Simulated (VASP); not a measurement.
Input of a VASP 6.6.1 run:

INCAR

```
SYSTEM = ScSF
ALGO = Normal
EDIFF = 1E-6
ENCUT = 520
GGA = PE
ISIF = 2
ISMEAR = 0
IVDW = 12
LASPH = .TRUE.
LCHARG = .TRUE.
LELF = .TRUE.
LREAL = .FALSE.
LVHAR = .TRUE.
LWAVE = .FALSE.
NBANDS = 19
NELM = 100
PREC = Accurate
SIGMA = 0.1
```

The input KPOINTS:

```
k-points
0
G
  6 6 6
  0 0 0
```

File POSCAR:

```
ScSF
1.0
    3.6861530676      0.0000000000      0.0000000000
   -1.8430765338      3.1923021988      0.0000000000
    0.0000000000      0.0000000000      3.6049642972
Sc S F
1 1 1
Direct
    0.6666666667      0.3333333333      0.5000000000
    0.3333333333      0.6666666667      0.0000000000
    0.0000000000      0.0000000000      0.5000000000
```

Potentials or basis: VASP PAW PBE potentials, release 64 (Sc_sv, S, F).

The run is started by

```bash
$ cat potpaw_PBE.64/Sc_sv/POTCAR potpaw_PBE.64/S/POTCAR potpaw_PBE.64/F/POTCAR > POTCAR
$ mpirun -np 1 vasp_std > vasp.out
```

Problem. Predict the dispersion energy per atom.

Solution. -0.304 eV.

Problem. Estimate the pressure.

Solution. 0.5 GPa.

Problem. Estimate the band gap on the k mesh.

Solution. 1.07 eV, direct.

Stress tensor (GPa, compression positive):
```
0.57 0.00 0.00
0.00 0.57 0.00
0.00 0.00 0.29
```

As with any semilocal functional, this PBE gap is likely too small.
